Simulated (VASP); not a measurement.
# P in VASP: further runs

Runs on P. Level: PBEsol. Tasks: single point.

All numbers are computed with VASP 6.6.1; they aren't measurements. Logs are shortened: lines on timing, memory, paths and dates and some standing lists are left out, and cuts for length are marked.

### Step 1. The cell of the first run

The cell holds a slab with vacuum, 4 atoms: a = 3.333 Å, b = 35.380 Å, c = 4.771 Å, α = 90.00°, β = 90.00°, γ = 90.00°.

### Step 2. Single point, PBEsol (strain +0.015 along x and y, +0.030 along z)

INCAR reads:

```
PREC = Accurate ; ENCUT = 520
EDIFF = 1E-7 ; ISMEAR = 0
SIGMA = 0.05 ; LREAL = False
LASPH = True ; NELM = 100
ALGO = Normal ; ISIF = 2
LWAVE = False ; LCHARG = False
GGA = PS ; NBANDS = 18
```

KPOINTS reads:

```
Automatic mesh
0
Gamma
  8 1 6
```

POSCAR reads:

```
P
1.0
    3.3329836358      0.0000000000      0.0000000000
    0.0000000000     35.3798864548      0.0000000000
    0.0000000000      0.0000000000      4.7710472513
P
4
Direct
    0.0000000000      0.9702614300      0.5921507200
    0.0000000000      0.0297385700      0.4078492800
    0.5000000000      0.0297385700      0.0921507200
    0.5000000000      0.9702614300      0.9078492800
```

Potentials or basis: VASP PAW PBE potentials, release 64 (P).

Launch:

```console
> cat potpaw_PBE.64/P/POTCAR > POTCAR
> mpirun -np 1 vasp_std > vasp.out
```

OUTCAR:

```text
PREC = Accurate
   ENCUT = 520
   EDIFF = 1E-7
   ISMEAR = 0
   LREAL = False
   LASPH = True
   NELM = 100
   ISIF = 2
   GGA = PS

 ion  position               nearest neighbor table
   1  0.000  0.970  0.592-   4 2.25   4 2.25   2 2.28
   2  0.000  0.030  0.408-   3 2.25   3 2.25   1 2.28
   3  0.500  0.030  0.092-   2 2.25   2 2.25   4 2.28
   4  0.500  0.970  0.908-   1 2.25   1 2.25   3 2.28

  LATTYP: Found a simple orthorhombic cell.
 ALAT       =     3.3329836358
 B/A-ratio  =     1.4314643493
 C/A-ratio  =    10.6150795566

  Lattice vectors:

 A1 = (  -3.3329836358,   0.0000000000,   0.0000000000)
 A2 = (   0.0000000000,   0.0000000000,   4.7710472513)
 A3 = (   0.0000000000,  35.3798864548,   0.0000000000)

Analysis of symmetry for initial positions (statically):
=====================================================================
 Subroutine PRICEL returns:
 Original cell was already a primitive cell.

 Routine SETGRP: Setting up the symmetry group for a
 simple orthorhombic supercell.

 Subroutine GETGRP returns: Found  8 space group operations
 (whereof  4 operations were pure point group operations)
 out of a pool of  8 trial point group operations.

The static configuration has the point symmetry C_2h.
 The point group associated with its full space group is D_2h.

Analysis of symmetry for dynamics (positions and initial velocities):
=====================================================================
 Subroutine PRICEL returns:
 Original cell was already a primitive cell.

 Routine SETGRP: Setting up the symmetry group for a
 simple orthorhombic supercell.

 Subroutine GETGRP returns: Found  8 space group operations
 (whereof  4 operations were pure point group operations)
 out of a pool of  8 trial point group operations.

The dynamic configuration has the point symmetry C_2h.
 The point group associated with its full space group is D_2h.

 Subroutine INISYM returns: Found  8 space group operations
 (whereof  4 operations are pure point group operations),
 and found     1 'primitive' translations

----------------------------------------------------------------------------------------

                                     Primitive cell

  volume of cell :     562.6047

  direct lattice vectors                    reciprocal lattice vectors
[... 85 lines left out ...]
   NELM   =    100;   NELMIN=  2; NELMDL= -5     # of ELM steps
   EDIFF  = 0.1E-06   stopping-criterion for ELM
   LREAL  =      F    real-space projection
   EDIFFG = 0.1E-05   stopping-criterion for IOM
   NSW    =      0    number of steps for IOM
   IBRION =     -1    ionic relax: 0-MD 1-quasi-New 2-CG
   NFREE  =      0    steps in history (QN), initial steepest desc. (CG)
   ISIF   =      2    stress and relaxation
   ISYM   =      2    0-nonsym 1-usesym 2-fastsym
   POTIM  = 0.5000    time-step for ionic-motion
   TEBEG  =    0.0;   TEEND  =   0.0 temperature during run
   PSTRESS=    0.0 pullay stress
   NELECT =      20.0000    total number of electrons
   NUPDOWN=      -1.0000    fix difference up-down
   EMIN   =  10.00;   EMAX   =-10.00  energy-range for DOS
   EFERMI =   0.00;   METHOD = LEGACY
   ISMEAR =     0;   SIGMA  =   0.05  broadening in eV -4-tet -1-fermi 0-gaus
   EFERMI_NEDOS =   21; number of points for ismear=-14 and -15
   IALGO  =     38    algorithm
   IMIX   =      4    mixing-type and parameters
     AMIX     =   0.40;   BMIX     =  1.00
     AMIX_MAG =   1.60;   BMIX_MAG =  1.00
  volume/ion in A,a.u.               =     140.65       949.16
  Fermi-wavevector in a.u.,A,eV,Ry     =   0.538291  1.017222  3.942385  0.289757
  Thomas-Fermi vector in A             =   1.564453
   LORBIT       =      0    0 simple, 1 ext, 2 COOP (PROOUT), +10 PAW based schemes
   GGA     = PS    functional components
   LHFCALC =     F    Hartree Fock is set to
   AEXX    =    0.0000 exact exchange contribution
   IVDW    =     0    specifies the selected vdW correction
   LEPSILON=     F    determine dielectric tensor
   LRPA    =     F    only Hartree local field effects (RPA)
 non-spin polarized calculation
 Gauss-broadening in eV      SIGMA  =   0.05
  energy-cutoff  :      520.00
  volume of cell :      562.60
 maximum number of plane-waves:     15236
 NGX is ok and might be reduce to    28
   NGX = 13   NGY =131   NGZ = 17

 number of electron      20.0000002 magnetization

 Free energy of the ion-electron system (eV)
  ---------------------------------------------------
  ext. energy  EPLUGINS =         0.00000000
  ---------------------------------------------------
  free energy    TOTEN  =       -22.74051699 eV

  energy without entropy =      -22.74051699  energy(sigma->0) =      -22.74051699

 E-fermi :  -3.4132     XC(G=0):  -1.7054

 val. band max:       -3.6434607281   @ k =   0.0000   0.0000   0.0000
 cond. band min:      -2.6319166457   @ k =   0.0000   0.0000   0.0000
 fundamental gap:      1.0115440824
 Fermi energy:        -3.4131930842

 k-point     1 :       0.0000    0.0000    0.0000
  band No.  band energies     occupation
      1     -18.2697      2.00000
      2     -15.9220      2.00000
      3     -12.8212      2.00000
      4      -9.1127      2.00000
      5      -8.4558      2.00000
      6      -7.9447      2.00000
[... 397 lines left out ...]
      5      -8.4165      2.00000
      6      -8.4165      2.00000
[... 10 lines left out ...]
     17       2.9133      0.00000
     18       2.9133      0.00000

------------------------ aborting loop because EDIFF is reached ----------------------------------------

  FORCE on cell =-STRESS in cart. coord.  units (eV):
  Direction    XX          YY          ZZ          XY          YZ          ZX
  --------------------------------------------------------------------------------------
  -------------------------------------------------------------------------------------
  Total       -2.9141448     -1.1509456     -2.6485264      0.0000000      0.0000000      0.0000000
  in kB       -8.2988588     -3.2776461     -7.5424346      0.0000000      0.0000000      0.0000000
  external PRESSURE =      -6.3729798 kB  Pullay stress =       0.0000000 kB

 VOLUME and BASIS-vectors are now :
 -----------------------------------------------------------------------------
  energy-cutoff  :      520.00
  volume of cell :      562.60
      direct lattice vectors                 reciprocal lattice vectors
     3.332983636  0.000000000  0.000000000     0.300031476  0.000000000  0.000000000
     0.000000000 35.379886455  0.000000000     0.000000000  0.028264647  0.000000000
     0.000000000  0.000000000  4.771047251     0.000000000  0.000000000  0.209597589

 POSITION                                       TOTAL-FORCE (eV/Angst)
 -----------------------------------------------------------------------------------
      0.00000     34.32774      2.82518         0.000000      0.270167      0.192434
      0.00000      1.05215      1.94587        -0.000000     -0.270167     -0.192434
      1.66649      1.05215      0.43966        -0.000000     -0.270167      0.192434
      1.66649     34.32774      4.33139        -0.000000      0.270167     -0.192434
 -----------------------------------------------------------------------------------
    total drift:                               -0.000000      0.000000      0.000000

  FREE ENERGIE OF THE ION-ELECTRON SYSTEM (eV)
  ---------------------------------------------------
  free  energy   TOTEN  =       -22.7405169936 eV

  energy  without entropy=      -22.7405169936  energy(sigma->0) =      -22.74051699
```

stdout:

```text
POSCAR found type information on POSCAR P
 POSCAR found :  1 types and       4 ions
 scaLAPACK will be used
 -----------------------------------------------------------------------------
|                                                                             |
|                                                                             |
|     You enforced a specific xc type in the INCAR file but a different       |
|     I HOPE YOU KNOW WHAT YOU ARE DOING!                                     |
|                                                                             |
 -----------------------------------------------------------------------------

 LDA part: xc-table for (Slater+PW92), standard interpolation
 POSCAR, INCAR and KPOINTS ok, starting setup
 FFT: planning ... GRIDC
 FFT: planning ... GRID_SOFT
 FFT: planning ... GRID
 WAVECAR not read
 entering main loop
```

Wall time 3.5 min (1 thread of Intel Xeon 6975P-C (Granite Rapids), shared host); peak memory 0.64 GiB.

Results:

```yaml
Free_energy: -22.7405 eV
Largest_force: 0.332 eV/Å
Band_gap_on_the_k_mesh: 1.01 eV
```

Forces in eV/Å, atoms in the order of the input:
```
P    0.000  0.270  0.192
P    0.000 -0.270 -0.192
P    0.000 -0.270  0.192
P    0.000  0.270 -0.192
```

Caveat: the cell differs from its parent crystal (strain +0.015 along x and y, +0.030 along z); there is no dipole correction, which matters where the two faces differ; the PAW data sets were made with another functional, which shifts forces and pressure a little.

### Step 3. Single point, PBEsol (strain +0.030 along x and y, +0.015 along z)

INCAR reads:

```
PREC = Accurate
ENCUT = 520
EDIFF = 1E-6
ISMEAR = 0
SIGMA = 0.05
LREAL = False
LASPH = True
NELM = 100
ALGO = Normal
ISIF = 2
LWAVE = False
LCHARG = False
GGA = PS
NBANDS = 18
```

KPOINTS reads:

```
regular mesh
0
Gamma
  8 1 6
```

POSCAR reads:

```
P
1.0
    3.3822395516      0.0000000000      0.0000000000
    0.0000000000     35.9027419197      0.0000000000
    0.0000000000      0.0000000000      4.7015659806
P
4
Direct
    0.0000000000      0.9702614300      0.5921507200
    0.0000000000      0.0297385700      0.4078492800
    0.5000000000      0.0297385700      0.0921507200
    0.5000000000      0.9702614300      0.9078492800
```

Potentials or basis: VASP PAW PBE potentials, release 64 (P).

Launch:

```console
> cat potpaw_PBE.64/P/POTCAR > POTCAR
> mpirun -np 1 vasp_std > vasp.out
```

Run time: 3.1 min. Hardware: 1 thread of Intel Xeon 6975P-C (Granite Rapids), shared host; peak memory 0.66 GiB.

Results (log left out):

- Free energy: -22.7031 eV
- Largest force: 0.453 eV/Å
- Band gap on the k mesh: 0.87 eV

Forces in eV/Å, atoms in the order of the input:
```
P    0.000  0.453 -0.002
P    0.000 -0.453  0.002
P    0.000 -0.453 -0.002
P    0.000  0.453  0.002
```

Levels at points of the mesh, in eV from the valence-band top:
| k point | band 7 | band 8 | band 9 | band 10 | band 11 | band 12 | band 13 | band 14 |
| --- | --- | --- | --- | --- | --- | --- | --- | --- |
| (0.00, 0.00, 0.00) | -3.42 | -1.95 | -1.53 | 0.00 | 0.87 | 1.34 | 2.24 | 3.10 |
| (0.50, 0.00, 0.00) | -2.65 | -2.65 | -1.94 | -1.94 | 1.16 | 1.16 | 2.21 | 2.21 |
| (0.00, 0.00, 0.50) | -2.68 | -2.68 | -1.30 | -1.30 | 1.71 | 1.71 | 3.47 | 3.47 |
| (0.50, 0.00, 0.50) | -4.44 | -4.44 | -1.11 | -1.11 | 2.20 | 2.20 | 3.74 | 3.74 |

Caveat: the cell differs from its parent crystal (strain +0.030 along x and y, +0.015 along z); there is no dipole correction, which matters where the two faces differ; the PAW data sets were made with another functional, which shifts forces and pressure a little.

### Step 4. Single point, PBEsol (strain +0.030 along x and y, +0.030 along z)

INCAR reads:

```
PREC     = Accurate       # precision mode
ENCUT    = 520            # plane-wave cutoff, eV
EDIFF    = 1E-6           # SCF threshold, eV
ISMEAR   = 0              # smearing method
SIGMA    = 0.05           # smearing width, eV
LREAL    = False          # projectors in reciprocal space
LASPH    = True           # aspherical terms in the spheres
NELM     = 80             # most SCF steps
ALGO     = Normal         # electronic algorithm
ISIF     = 2              # what is computed and relaxed
LWAVE    = False          # write WAVECAR
LCHARG   = False          # write CHGCAR
GGA      = PS             # functional
NBANDS   = 18             # bands
```

KPOINTS is that of step 3.

POSCAR: that of step 3 with these lines changed.

```diff
@@ -4,3 +4,3 @@
     0.0000000000     35.9027419197      0.0000000000
-    0.0000000000      0.0000000000      4.7015659806
+    0.0000000000      0.0000000000      4.7710472513
 P
```

Launch:

```console
> cat potpaw_PBE.64/P/POTCAR > POTCAR
> mpirun -np 1 vasp_std > vasp.out
```

Run time: 2.8 min. Hardware: 1 thread of Intel Xeon 6975P-C (Granite Rapids), shared host; peak memory 0.66 GiB.

Results (log left out):

- Free energy: -22.6640 eV
- Largest force: 0.519 eV/Å
- Band gap on the k mesh: 0.96 eV

Forces on the atoms (eV/Å):
```
P    0.000  0.481  0.195
P    0.000 -0.481 -0.195
P    0.000 -0.481  0.195
P    0.000  0.481 -0.195
```

Levels at points of the mesh, in eV from the valence-band top:
```
           k point  band 6  band 7  band 8  band 9  band 10  band 11  band 12  band 13  band 14  band 15
(0.00, 0.00, 0.00)   -4.15   -3.23   -1.78   -1.45     0.00     0.96     1.49     2.34     3.07     4.55
(0.50, 0.00, 0.00)   -4.75   -2.61   -2.61   -1.86    -1.86     1.16     1.16     2.24     2.24     3.66
(0.00, 0.00, 0.50)   -2.75   -2.51   -2.51   -1.31    -1.31     1.80     1.80     3.53     3.53     3.54
(0.50, 0.00, 0.50)   -4.68   -4.34   -4.34   -1.03    -1.03     2.26     2.26     3.60     3.60     5.11
```

Caveat: the cell differs from its parent crystal (strain +0.030 along x and y, +0.030 along z); there is no dipole correction, which matters where the two faces differ; the PAW data sets were made with another functional, which shifts forces and pressure a little.

### Step 5. The runs side by side

```tsv
cell	gap on the mesh (eV)	largest force (eV/Å)
a = 3.333, b = 35.380, c = 4.771 Å, 4 atoms	1.01	0.33
a = 3.382, b = 35.903, c = 4.702 Å, 4 atoms	0.87	0.45
a = 3.382, b = 35.903, c = 4.771 Å, 4 atoms	0.96	0.52
```

Alike in all rows: task single point; level PBEsol; potentials or basis VASP PAW PBE potentials, release 64 (P); no spin polarisation; k mesh 8 × 1 × 6; cutoff (eV) 520; smearing gaussian 0.05 eV.

Caveats: there is no dipole correction, which matters where the two faces differ; the PAW data sets were made with another functional, which shifts forces and pressure a little.

Absolute energies hang on the potentials; compare differences alone.
